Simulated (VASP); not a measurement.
## In: single point with PBE

Crystal: In.

```
CELL_PARAMETERS angstrom
-1.57737 1.57737 2.47395
1.57737 -1.57737 2.47395
1.57737 1.57737 -2.47395
ATOMIC_POSITIONS crystal
In 0.00000 0.00000 0.00000
```

This cell differs from its parent crystal: strain -0.030 along x and y, +0.000 along z.

| Property | Result |
| --- | --- |
| Program | VASP 6.6.1 |
| Task | single point |
| Functional | PBE |
| Potentials or basis | VASP PAW PBE potentials, release 64 (In_d) |
| Cutoff | 520 eV |
| k mesh | 20 × 20 × 20 |
| Occupations | gaussian, width 0.15 eV |
| Spin | no spin polarisation |
| Dipole correction | no |
| Further INCAR settings | ALGO = Fast; EDIFF = 1e-06; NBANDS = 12 |

The pressure is 5.2 GPa and the band gap on the k mesh is zero (an odd number of electrons rules out a gap without spin polarisation).

Stress tensor (GPa, compression positive):
```
5.21 0.00 0.00
0.00 5.21 0.00
0.00 0.00 5.11
```

Levels at points of the mesh, in eV from the Fermi level:
| k point | band 3 | band 4 | band 5 | band 6 | band 7 | band 8 | band 9 | band 10 |
| --- | --- | --- | --- | --- | --- | --- | --- | --- |
| (0.00, 0.00, 0.00) | -14.68 | -14.64 | -14.46 | -10.01 | 11.07 | 11.07 | 11.32 | 11.73 |
| (0.50, 0.00, 0.00) | -14.67 | -14.39 | -14.33 | -4.35 | -3.67 | 7.43 | 9.94 | 11.35 |
| (0.50, 0.50, 0.00) | -14.39 | -14.38 | -14.24 | -2.06 | -1.33 | 3.42 | 4.03 | 7.18 |
| (0.50, 0.50, 0.50) | -14.36 | -14.33 | -14.33 | -3.25 | -3.11 | 5.17 | 5.17 | 8.70 |

It took 3.3 min on 1 thread of Intel(R) Xeon(R) Platinum 8259CL CPU @ 2.50GHz (Skylake/Cascade Lake) (shared host), peak memory 0.3 GiB.

Caveat: the cell differs from its parent crystal (strain -0.030 along x and y, +0.000 along z); the cell stands under pressure; spin-orbit coupling is left out, which moves the levels of the heavy elements.
